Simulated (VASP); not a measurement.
# BN (F-43m) in VASP: a series of runs

Runs on BN. Level: LDA. Tasks: single point, relaxation of cell and atoms.

Program: VASP 6.6.1. These are calculated values, not measurements. Logs are shortened: lines on timing, memory, paths and dates and some standing lists are left out, and cuts for length are marked.

### Step 1. The cell of the first run

The structure is cubic, space group F-43m (No. 216). The conventional cell has a = 3.514 Å, b = 3.514 Å, c = 3.514 Å, α = 90.00°, β = 90.00°, γ = 90.00°. B (site symmetry -43m) has 4 N at 1.52 Å within 2.0 Å. N (site symmetry -43m) has 4 B at 1.52 Å within 2.0 Å.

### Step 2. Single point, LDA

Contents of INCAR:

```
PREC = Accurate
ENCUT = 520
EDIFF = 1E-6
ISMEAR = 0
SIGMA = 0.01
LREAL = F
LASPH = T
NELM = 60
ALGO = Normal
ISIF = 2
LWAVE = F
LCHARG = T
GGA = CA
LELF = T
LVHAR = T
NBANDS = 11
```

Contents of KPOINTS:

```
regular mesh
0
Gamma
  12 12 12
```

Contents of POSCAR:

```
BN
1.0
    0.0000000000      1.7570803155      1.7570803155
    1.7570803155      0.0000000000      1.7570803155
    1.7570803155      1.7570803155      0.0000000000
B N
1 1
Direct
    0.0000000000      0.0000000000      0.0000000000
    0.7500000000      0.7500000000      0.7500000000
```

Potentials or basis: VASP PAW LDA potentials, release 64 (B, N).

The run is started by

```
cat potpaw_LDA.64/B/POTCAR potpaw_LDA.64/N/POTCAR > POTCAR
mpirun -np 1 vasp_std > vasp.out
```

OUTCAR:

```text
PREC = Accurate
   ENCUT = 520
   EDIFF = 1E-6
   ISMEAR = 0
   LREAL = F
   LASPH = T
   NELM = 60
   ISIF = 2
   GGA = CA

 ion  position               nearest neighbor table
   1  0.000  0.000  0.000-   2 1.52   2 1.52   2 1.52   2 1.52
   2  0.750  0.750  0.750-   1 1.52   1 1.52   1 1.52   1 1.52

  LATTYP: Found a face centered cubic cell.
 ALAT       =     3.5141606310

  Lattice vectors:

 A1 = (   0.0000000000,   1.7570803155,   1.7570803155)
 A2 = (   1.7570803155,   0.0000000000,   1.7570803155)
 A3 = (   1.7570803155,   1.7570803155,   0.0000000000)

Analysis of symmetry for initial positions (statically):
=====================================================================
 Subroutine PRICEL returns:
 Original cell was already a primitive cell.

 Routine SETGRP: Setting up the symmetry group for a
 face centered cubic supercell.

 Subroutine GETGRP returns: Found 24 space group operations
 (whereof 24 operations were pure point group operations)
 out of a pool of 48 trial point group operations.

The static configuration has the point symmetry T_d .

Analysis of symmetry for dynamics (positions and initial velocities):
=====================================================================
 Subroutine PRICEL returns:
 Original cell was already a primitive cell.

 Routine SETGRP: Setting up the symmetry group for a
 face centered cubic supercell.

 Subroutine GETGRP returns: Found 24 space group operations
 (whereof 24 operations were pure point group operations)
 out of a pool of 48 trial point group operations.

The dynamic configuration has the point symmetry T_d .

 Subroutine INISYM returns: Found 24 space group operations
 (whereof 24 operations are pure point group operations),
 and found     1 'primitive' translations

----------------------------------------------------------------------------------------

                                     Primitive cell

  volume of cell :      10.8494

  direct lattice vectors                    reciprocal lattice vectors
     0.000000000  1.757080316  1.757080316    -0.284562974  0.284562974  0.284562974
     1.757080316  0.000000000  1.757080316     0.284562974 -0.284562974  0.284562974
     1.757080316  1.757080316  0.000000000     0.284562974  0.284562974 -0.284562974

  length of vectors
     2.484886812  2.484886812  2.484886812     0.492877529  0.492877529  0.492877529

  position of ions in fractional coordinates (direct lattice)
     0.000000000  0.000000000  0.000000000
     0.750000000  0.750000000  0.750000000

  ion indices of the primitive-cell ions
   primitive index   ion index
                 1           1
                 2           2

----------------------------------------------------------------------------------------

 KPOINTS: regular mesh

Automatic generation of k-mesh.
 Grid dimensions read from file:
 generate k-points for:   12   12   12

 Generating k-lattice:

  Cartesian coordinates                     Fractional coordinates (reciprocal lattice)
    -0.023713581  0.023713581  0.023713581     0.083333333  0.000000000  0.000000000
     0.023713581 -0.023713581  0.023713581     0.000000000  0.083333333  0.000000000
     0.023713581  0.023713581 -0.023713581     0.000000000  0.000000000  0.083333333

  Length of vectors
     0.041073127  0.041073127  0.041073127

  Shift w.r.t. Gamma in fractional coordinates (k-lattice)
     0.000000000  0.000000000  0.000000000

 Subroutine IBZKPT returns following result:
 ===========================================

 Found     72 irreducible k-points:

 Following reciprocal coordinates:
            Coordinates               Weight
  0.000000  0.000000  0.000000      1.000000
  0.083333  0.000000  0.000000      8.000000
  0.166667  0.000000  0.000000      8.000000
  0.250000  0.000000  0.000000      8.000000
  0.333333  0.000000  0.000000      8.000000
  0.416667  0.000000  0.000000      8.000000
[... 16 lines left out ...]
  0.500000  0.166667  0.000000     24.000000
 -0.416667  0.166667  0.000000     24.000000
 [... further k-points ...]
   k-points           NKPTS =     72   k-points in BZ     NKDIM =     72   number of bands    NBANDS=     11
   number of dos      NEDOS =    301   number of ions     NIONS =      2
   total plane-waves  NPLWV =   5832
   dimension x,y,z NGX =    18 NGY =   18 NGZ =   18
   dimension x,y,z NGXF=    36 NGYF=   36 NGZF=   36
   ions per type =               1   1
   NGX,Y,Z   is equivalent  to a cutoff of  12.04, 12.04, 12.04 a.u.
   NGXF,Y,Z  is equivalent  to a cutoff of  24.09, 24.09, 24.09 a.u.
 SYSTEM =  unknown system
   PREC   = accura    normal or accurate (medium, high low for compatibility)
   ISTART =      0    job   : 0-new  1-cont  2-samecut
   ICHARG =      2    charge: 1-file 2-atom 10-const
   ISPIN  =      1    spin polarized calculation?
   LNONCOLLINEAR =      F non collinear calculations
   LSORBIT =      F    spin-orbit coupling
   LASPH  =      T    aspherical Exc in radial PAW
   ENCUT  =  520.0 eV  38.22 Ry    6.18 a.u.   4.62  4.62  4.62*2*pi/ulx,y,z
   NELM   =     60;   NELMIN=  2; NELMDL= -5     # of ELM steps
   EDIFF  = 0.1E-05   stopping-criterion for ELM
   LREAL  =      F    real-space projection
   EDIFFG = 0.1E-04   stopping-criterion for IOM
   NSW    =      0    number of steps for IOM
   IBRION =     -1    ionic relax: 0-MD 1-quasi-New 2-CG
   NFREE  =      0    steps in history (QN), initial steepest desc. (CG)
   ISIF   =      2    stress and relaxation
   ISYM   =      2    0-nonsym 1-usesym 2-fastsym
   POTIM  = 0.5000    time-step for ionic-motion
   TEBEG  =    0.0;   TEEND  =   0.0 temperature during run
   PSTRESS=    0.0 pullay stress
   NELECT =       8.0000    total number of electrons
   NUPDOWN=      -1.0000    fix difference up-down
   EMIN   =  10.00;   EMAX   =-10.00  energy-range for DOS
   EFERMI =   0.00;   METHOD = LEGACY
   ISMEAR =     0;   SIGMA  =   0.01  broadening in eV -4-tet -1-fermi 0-gaus
   EFERMI_NEDOS =   21; number of points for ismear=-14 and -15
   IALGO  =     38    algorithm
   IMIX   =      4    mixing-type and parameters
     AMIX     =   0.40;   BMIX     =  1.00
     AMIX_MAG =   1.60;   BMIX_MAG =  1.00
  volume/ion in A,a.u.               =       5.42        36.61
  Fermi-wavevector in a.u.,A,eV,Ry     =   1.479006  2.794916 29.762176  2.187458
  Thomas-Fermi vector in A             =   2.593217
   LORBIT       =      0    0 simple, 1 ext, 2 COOP (PROOUT), +10 PAW based schemes
   GGA     = CA    functional components
   LHFCALC =     F    Hartree Fock is set to
   AEXX    =    0.0000 exact exchange contribution
   IVDW    =     0    specifies the selected vdW correction
   LEPSILON=     F    determine dielectric tensor
   LRPA    =     F    only Hartree local field effects (RPA)
 non-spin polarized calculation
 Gauss-broadening in eV      SIGMA  =   0.01
  energy-cutoff  :      520.00
  volume of cell :       10.85
 maximum number of plane-waves:       303
   NGX =  9   NGY =  9   NGZ =  9

 number of electron       8.0000001 magnetization

 Free energy of the ion-electron system (eV)
  ---------------------------------------------------
  ext. energy  EPLUGINS =         0.00000000
  ---------------------------------------------------
  free energy    TOTEN  =       -19.36167279 eV

  energy without entropy =      -19.36167279  energy(sigma->0) =      -19.36167279

 E-fermi :   8.5915     XC(G=0): -13.5178

 val. band max:        8.4884345733   @ k =   0.0000   0.0000   0.0000
 cond. band min:      12.9280281606   @ k =   0.5000   0.5000   0.0000
 fundamental gap:      4.4395935873
 Fermi energy:         8.5915129876

 k-point     1 :       0.0000    0.0000    0.0000
  band No.  band energies     occupation
      1     -12.5746      2.00000
      2       8.4884      2.00000
      3       8.4884      2.00000
      4       8.4884      2.00000
      5      17.5726      0.00000
      6      17.5726      0.00000
      7      17.5726      0.00000
      8      20.3405      0.00000
      9      34.6146      0.00000
     10      37.3423      0.00000
     11      37.3423      0.00000

 k-point     2 :       0.0833    0.0000    0.0000
  band No.  band energies     occupation
      1     -12.3938      2.00000
      2       7.5281      2.00000
      3       8.2882      2.00000
      4       8.2882      2.00000
      5      17.8743      0.00000
      6      17.8743      0.00000
      7      17.9088      0.00000
      8      20.8233      0.00000
      9      34.1198      0.00000
     10      34.8493      0.00000
     11      34.8493      0.00000

 k-point     3 :       0.1667    0.0000    0.0000
  band No.  band energies     occupation
      1     -11.8560      2.00000
      2       5.3094      2.00000
      3       7.8046      2.00000
      4       7.8046      2.00000
      5      18.4801      0.00000
      6      18.5672      0.00000
      7      18.5672      0.00000
      8      21.9811      0.00000
      9      33.1889      0.00000
     10      33.1889      0.00000
     11      33.2441      0.00000

 k-point     4 :       0.2500    0.0000    0.0000
  band No.  band energies     occupation
      1     -10.9819      2.00000
      2       2.6883      2.00000
      3       7.2513      2.00000
      4       7.2513      2.00000
      5      19.0059      0.00000
      6      19.2089      0.00000
      7      19.2089      0.00000
      8      23.1212      0.00000
      9      32.6772      0.00000
     10      32.7852      0.00000
     11      32.7852      0.00000

 k-point     5 :       0.3333    0.0000    0.0000
  band No.  band energies     occupation
      1      -9.8268      2.00000
      2       0.1236      2.00000
      3       6.7826      2.00000
      4       6.7826      2.00000
      5      19.4458      0.00000
      6      19.5091      0.00000
      7      19.5091      0.00000
      8      23.8656      0.00000
      9      32.5728      0.00000
     10      33.6926      0.00000
     11      33.6926      0.00000
[... 211 lines left out ...]
 k-point    21 :       0.3333    0.1667    0.0000
  band No.  band energies     occupation
      1     -10.0205      2.00000
      2       2.0669      2.00000
      3       5.4432      2.00000
      4       5.8574      2.00000
      5      16.9015      0.00000
      6      21.6074      0.00000
      7      21.8904      0.00000
      8      22.0553      0.00000
      9      28.7476      0.00000
     10      36.3561      0.00000
     11      37.6724      0.00000

 k-point    22 :       0.4167    0.1667    0.0000
  band No.  band energies     occupation
      1      -8.8371      2.00000
      2      -0.2098      2.00000
      3       5.1584      2.00000
      4       5.2483      2.00000
      5      17.2940      0.00000
      6      21.7854      0.00000
      7      21.9474      0.00000
      8      23.1045      0.00000
      9      29.6780      0.00000
     10      36.1451      0.00000
     11      38.0368      0.00000

 k-point    23 :       0.5000    0.1667    0.0000
  band No.  band energies     occupation
      1      -7.7139      2.00000
      2      -1.9612      2.00000
      3       4.5227      2.00000
      4       5.3326      2.00000
      5      17.6231      0.00000
      6      21.6577      0.00000
      7      21.8679      0.00000
      8      24.4512      0.00000
      9      30.0350      0.00000
     10      36.3645      0.00000
     11      37.2138      0.00000

 k-point    24 :      -0.4167    0.1667    0.0000
  band No.  band energies     occupation
      1      -7.4864      2.00000
      2      -2.2795      2.00000
      3       4.0815      2.00000
      4       5.6801      2.00000
      5      18.0820      0.00000
      6      21.2268      0.00000
      7      21.7671      0.00000
      8      25.1359      0.00000
      9      30.3270      0.00000
     10      34.7495      0.00000
     11      36.6452      0.00000

 [... further k-points ...]
[... 5 lines left out ...]
  --------------------------------------------------------------------------------------
  -------------------------------------------------------------------------------------
  Total        1.7786243      1.7786243      1.7786243      0.0000000      0.0000000     -0.0000000
  in kB      262.6575935    262.6575935    262.6575935      0.0000000      0.0000000     -0.0000000
  external PRESSURE =     262.6575935 kB  Pullay stress =       0.0000000 kB

 VOLUME and BASIS-vectors are now :
 -----------------------------------------------------------------------------
  energy-cutoff  :      520.00
  volume of cell :       10.85
      direct lattice vectors                 reciprocal lattice vectors
     0.000000000  1.757080316  1.757080316    -0.284562974  0.284562974  0.284562974
     1.757080316  0.000000000  1.757080316     0.284562974 -0.284562974  0.284562974
     1.757080316  1.757080316  0.000000000     0.284562974  0.284562974 -0.284562974

 POSITION                                       TOTAL-FORCE (eV/Angst)
 -----------------------------------------------------------------------------------
      0.00000      0.00000      0.00000        -0.000000      0.000000      0.000000
      2.63562      2.63562      2.63562         0.000000     -0.000000     -0.000000
 -----------------------------------------------------------------------------------
    total drift:                                0.000000      0.000000     -0.000000

  FREE ENERGIE OF THE ION-ELECTRON SYSTEM (eV)
  ---------------------------------------------------
  free  energy   TOTEN  =       -19.3616727854 eV

  energy  without entropy=      -19.3616727854  energy(sigma->0) =      -19.36167279
```

Run time: 11 s. Hardware: 1 thread of Intel Xeon 8259CL, shared host; peak memory 0.11 GiB.

Results:

```yaml
Free_energy: -19.3617 eV
Pressure: 26.3 GPa
Band_gap_on_the_k_mesh: 4.44 eV, indirect (least direct gap 9.08 eV)
```

A k mesh can miss the band edges.

### Step 3. Relaxation of cell and atoms, LDA, target pressure 25 GPa, at which the enthalpy is minimised

This run uses another cell than the first one, of 5.74 Å³/atom, 1.058 times its volume.

Contents of INCAR:

```
ALGO     = Normal         # electronic algorithm
EDIFF    = 1E-6           # SCF threshold, eV
EDIFFG   = -0.001         # ionic threshold
ENCUT    = 600            # plane-wave cutoff, eV
IBRION   = 2              # ionic algorithm
ISIF     = 3              # what is computed and relaxed
ISMEAR   = 0              # smearing method
LASPH    = True           # aspherical terms in the spheres
LCHARG   = False          # write CHGCAR
LREAL    = False          # projectors in reciprocal space
LWAVE    = False          # write WAVECAR
NELM     = 80             # most SCF steps
NSW      = 80             # ionic steps
PREC     = Accurate       # precision mode
PSTRESS  = 250.0        
SIGMA    = 0.01           # smearing width, eV
```

Contents of KPOINTS:

```
k-points
0
Gamma
  12 12 12
```

Contents of POSCAR:

```
BN
1.0
    0.0000000000      1.7902744181      1.7902744181
    1.7902744181      0.0000000000      1.7902744181
    1.7902744181      1.7902744181      0.0000000000
B N
1 1
Direct
    0.0000000000      0.0000000000      0.0000000000
    0.7500000000      0.7500000000      0.7500000000
```

Potentials or basis: VASP PAW LDA potentials, release 64 (B, N).

The run is started by

```
cat potpaw_LDA.64/B/POTCAR potpaw_LDA.64/N/POTCAR > POTCAR
mpirun -np 1 vasp_std > vasp.out
```

It took 28 s on 1 thread of Intel Xeon 8259CL, shared host; peak memory 0.12 GiB.

Results (log left out):

```
Free energy                                            : -19.3696 eV
Relaxed volume                                         : 5.43 Å³/atom
Relaxed cell                                           : a = 2.486 Å, b = 2.486 Å, c = 2.486 Å, α = 60.00°, β = 60.00°, γ = 60.00°
Space group after relaxing (to 0.05 Å)                 : F-43m (No. 216)
Energy change on relaxing (the enthalpy is what falls) : +23.4 meV/atom
Ionic steps                                            : 5
Pressure after relaxing                                : 25.0 GPa
Band gap on the k mesh                                 : 4.44 eV, indirect (least direct gap 9.08 eV)
```

Step by step:
```tsv
step	energy change (eV)	largest force (eV/Å)	pressure (GPa)	volume (Å³)
1	0.0000	0.0000	0.76	11.48
2	0.2620	0.0000	66.18	10.09
3	0.0452	0.0000	24.51	10.88
4	0.0470	0.0000	25.04	10.87
5	0.0468	0.0000	24.98	10.87
```

Final structure:
```yaml
crystal:
  lattice:
    - [0.00000, 1.75815, 1.75815]
    - [1.75815, 0.00000, 1.75815]
    - [1.75815, 1.75815, 0.00000]
  atoms:
    - { symbol: B, position: [0.00000, 0.00000, 0.00000] }
    - { symbol: N, position: [0.75000, 0.75000, 0.75000] }
```

Levels at points of the mesh, in eV from the valence-band top:
```
           k point  band 2  band 3  band 4  band 5  band 6  band 7
(0.00, 0.00, 0.00)    0.00    0.00    0.00    9.08    9.08    9.08
(0.50, 0.00, 0.00)  -11.50   -2.11   -2.11   11.02   11.02   11.32
(0.50, 0.50, 0.00)   -9.44   -5.35   -5.35    4.44    9.61   19.00
```

Caveat: the cell is relaxed towards a set pressure, so the enthalpy falls and the energy may rise. A k mesh can miss the band edges.
